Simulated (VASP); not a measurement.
## Si2C: single point with PBE

The system is Si2C.

```
CELL_PARAMETERS angstrom
1.87928 -1.87928 -3.02639
1.87928 -1.87928 3.02639
-3.75856 -3.75856 0.00000
ATOMIC_POSITIONS crystal
Si 0.29421 0.70579 0.00000
Si 0.79421 0.20579 0.50000
Si 0.70579 0.29421 0.00000
Si 0.20579 0.79421 0.50000
C 0.50000 0.50000 0.50000
C 0.00000 0.00000 0.00000
```

```yaml
Program: VASP 6.6.1
Task: single point
Functional: PBE
Potentials_or_basis: VASP PAW PBE potentials, release 64 (Si, C)
Cutoff: 520 eV
k_mesh: 6 × 6 × 4
Occupations: gaussian, width 0.1 eV
Spin: no spin polarisation
```

| Item | Value |
| --- | --- |
| Pressure | -0.1 GPa |
| Largest force | 0.068 eV/Å |
| Band gap on the k mesh | zero (band 12 reaches 7.65 eV, above the bottom of band 13 at 6.50 eV) |

Forces on the atoms (eV/Å):
```
Si   0.000  0.000 -0.068
Si   0.000  0.000 -0.068
Si   0.000  0.000  0.068
Si   0.000  0.000  0.068
C    0.000  0.000  0.000
C    0.000  0.000  0.000
```

Stress tensor (GPa, compression positive):
```
 0.00 -0.08  0.00
-0.08  0.00  0.00
 0.00  0.00 -0.29
```

Levels at points of the mesh, in eV from the Fermi level:
| k point | band 9 | band 10 | band 11 | band 12 | band 13 | band 14 | band 15 | band 16 |
| --- | --- | --- | --- | --- | --- | --- | --- | --- |
| (0.00, 0.00, 0.00) | -2.52 | -0.98 | -0.97 | -0.35 | -0.34 | 1.19 | 1.91 | 2.11 |
| (0.50, 0.00, 0.00) | -2.60 | -2.60 | -1.02 | -1.02 | 1.88 | 1.88 | 1.99 | 1.99 |
| (0.50, 0.50, 0.00) | -4.03 | -3.26 | -2.53 | 0.78 | 1.19 | 2.18 | 4.31 | 4.66 |
| (0.00, 0.00, 0.50) | -2.02 | -2.02 | -1.83 | -1.83 | 0.23 | 0.23 | 1.75 | 1.75 |
| (0.50, 0.00, 0.50) | -1.93 | -1.93 | -0.36 | -0.36 | 0.47 | 0.47 | 1.80 | 1.80 |
| (0.50, 0.50, 0.50) | -0.52 | -0.52 | -0.45 | -0.45 | 1.86 | 1.86 | 2.88 | 2.88 |

Wall time 52 s on 1 thread of AMD EPYC 7R43 64-Core Processor (Zen 3), with other jobs on the host, peak memory 0.17 GiB.
